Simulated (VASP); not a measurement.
The system is Cs.

```xyz
1
Lattice="3.6270 0.0000 0.0000 0.0000 3.6270 0.0000 0.0000 0.0000 3.6270" Properties=species:S:1:pos:R:3 pbc="T T T"
Cs    0.0000    0.0000    0.0000
```

Base run:

* Program: VASP 6.6.1
* Functional: RPBE
* Potentials or basis: VASP PAW PBE potentials, release 64 (Cs_sv)
* Cutoff: 520 eV
* k mesh: 8 × 8 × 8
* Occupations: fermi-dirac, width 0.08 eV
* Spin: no spin polarisation

Its results: pressure 5.7 GPa.

Q: The run is repeated on the same cell with these changes: functional from RPBE to PBEsol. What comes out?

A: Pressure 3.2 GPa.

PBEsol binds more tightly than RPBE, so the same cell stands under less pressure.

Caveats: the PAW data sets were made with another functional, which shifts forces and pressure a little.
